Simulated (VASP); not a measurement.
Mg9Zn7O16:

```xyz
64
Lattice="8.4734 0.0000 0.0000 0.0000 8.4734 0.0000 0.0000 0.0000 8.4734" Properties=species:S:1:pos:R:3 pbc="T T T"
O     2.1254    0.0038    0.0457
O     2.1001    8.4696    4.2395
O     2.1078    4.2321    0.0220
O     2.1460    4.2392    4.2246
O     6.3421    8.4490    8.4640
O     6.3375    8.4398    4.2362
O     6.3598    4.2375    0.0077
O     6.3922    4.2291    4.2242
O     8.4631    2.1041    0.0047
O     8.4448    2.1046    4.2572
O     8.4686    6.3985    8.4606
O     0.0078    6.3375    4.2136
O     4.2590    2.1087    0.0146
O     4.2239    2.1275    4.2384
O     4.2223    6.3616    8.4568
O     4.2295    6.3691    4.2391
O     0.0107    0.0016    2.0957
O     8.4671    0.0216    6.3824
O     8.4498    4.2362    2.1191
O     8.4484    4.2154    6.3237
O     4.2224    8.4501    2.1596
O     4.2317    0.0019    6.3708
O     4.2382    4.2230    2.1405
O     4.2423    4.2311    6.3401
O     2.1290    2.1404    2.1447
O     2.1209    2.1111    6.3408
O     2.1053    6.3611    2.1229
O     2.1141    6.3333    6.3491
O     6.3706    2.1244    2.1127
O     6.3635    2.1362    6.3869
O     6.3866    6.3559    2.1057
O     6.3232    6.3665    6.3431
Zn    0.0266    0.0053    0.0152
Zn    8.4710    8.4578    4.2156
Zn    0.0022    4.2680    0.0194
Zn    4.2715    0.0127    0.0145
Zn    4.2321    4.2620    8.4522
Zn    2.1251    2.0955    8.4224
Zn    6.3673    2.1237    8.4630
Zn    2.1352    8.4634    2.1341
Zn    2.1041    4.2499    6.3476
Zn    6.3449    0.0077    2.1217
Zn    0.0097    6.3598    2.1036
Zn    0.0001    6.3498    6.3612
Zn    4.2532    2.1200    2.1443
Zn    4.2446    6.3855    6.3560
Mg    8.4562    4.2603    4.2324
Mg    4.2477    8.4508    4.2233
Mg    4.2601    4.2432    4.2430
Mg    2.1259    2.1106    4.2624
Mg    2.1233    6.3233    0.0156
Mg    2.1019    6.3540    4.2454
Mg    6.3527    2.1280    4.2587
Mg    6.4050    6.3395    8.4695
Mg    6.3654    6.3743    4.2556
Mg    2.1164    0.0038    6.3670
Mg    2.1302    4.2256    2.1426
Mg    6.3808    8.4685    6.3562
Mg    6.3621    4.2393    2.1353
Mg    6.3242    4.2455    6.3551
Mg    0.0130    2.1435    2.0777
Mg    8.4568    2.1161    6.3466
Mg    4.2246    2.1193    6.3311
Mg    4.2198    6.3230    2.1022
```

- Program: VASP 6.6.1
- Task: relaxation of volume and atoms at fixed shape
- Functional: PBEsol
- Potentials or basis: VASP PAW PBE potentials, release 64 (O, Zn, Mg)
- Cutoff: 700 eV
- k mesh: 1 × 1 × 1, shifted
- Occupations: fermi-dirac, width 0.05 eV
- Spin: no spin polarisation

At the start: pressure 0.5 GPa; volume 9.51 Å³/atom.

Q: Where does the relaxation end?

A: Over 10 steps the energy falls by 7.0 meV/atom; space group P1 (No. 1, to 0.1 Å) before and after.

Step by step:
```
step  energy change (eV)  largest force (eV/Å)  pressure (GPa)  volume (Å³)
   1              0.0000                0.8515            0.53       608.39
   2             -0.3651                0.2750           -0.60       611.15
   3             -0.3778                0.2736           -0.82       611.78
   4             -0.4275                0.1531            0.30       607.65
   5             -0.4295                0.1220            0.62       606.55
   6             -0.4430                0.0711           -0.05       608.82
   7             -0.4431                0.0720           -0.09       609.00
   8             -0.4467                0.0448           -0.05       608.84
   9             -0.4476                0.0357           -0.01       608.71
  10             -0.4487                0.0160            0.02       608.56
```

Final structure:
```
O Zn Mg
1.0
     8.47426    0.00000    0.00000
     0.00000    8.47426    0.00000
     0.00000    0.00000    8.47426
O Zn Mg
32 14 18
Direct
  0.25042 0.99686 0.99801
  0.25313 0.99943 0.50352
  0.25039 0.50288 0.00190
  0.25004 0.50030 0.49708
  0.74981 0.99723 0.99768
  0.74734 0.99938 0.50327
  0.75050 0.50342 0.99991
  0.74987 0.50070 0.50020
  0.00055 0.25003 0.00024
  0.00036 0.25280 0.50024
  0.00052 0.75007 0.00033
  0.00011 0.74768 0.49952
  0.50013 0.25024 0.99897
  0.49989 0.25018 0.50341
  0.50021 0.75016 0.00270
  0.49971 0.75017 0.49693
  0.00048 0.00213 0.25046
  0.99993 0.00345 0.75051
  0.00013 0.49644 0.25257
  0.99707 0.49659 0.74720
  0.50054 0.99866 0.25282
  0.50021 0.00329 0.74777
  0.50053 0.50229 0.25324
  0.50224 0.49706 0.74763
  0.24782 0.25210 0.25252
  0.24954 0.24680 0.74771
  0.25282 0.74704 0.24966
  0.24994 0.75249 0.75045
  0.75339 0.25261 0.25248
  0.75018 0.24990 0.74763
  0.74758 0.74704 0.24939
  0.75008 0.75044 0.75043
  0.00038 0.99992 0.00009
  0.00021 0.00112 0.50087
  0.00018 0.50007 0.00016
  0.50013 0.99981 0.00006
  0.50034 0.50076 0.00040
  0.25041 0.24985 0.00033
  0.75016 0.25013 0.99979
  0.25056 0.99939 0.25067
  0.24982 0.49959 0.74920
  0.75022 0.99970 0.25038
  0.00047 0.74903 0.25007
  0.99976 0.74994 0.74979
  0.50034 0.25070 0.25149
  0.50017 0.75054 0.74938
  0.99997 0.50007 0.50004
  0.50008 0.00016 0.50012
  0.49985 0.50019 0.50046
  0.25003 0.24946 0.50006
  0.24998 0.74981 0.99975
  0.24951 0.75019 0.50007
  0.75013 0.24973 0.49987
  0.75054 0.75065 0.00030
  0.75050 0.75045 0.49963
  0.24985 0.99983 0.75105
  0.25023 0.49932 0.24918
  0.75010 0.00012 0.75095
  0.75026 0.49960 0.24923
  0.74986 0.50030 0.75068
  0.00034 0.24889 0.24913
  0.00029 0.25028 0.75100
  0.49967 0.25024 0.75161
  0.50012 0.75045 0.24966
```

Caveat: the PAW data sets were made with another functional, which shifts forces and pressure a little.
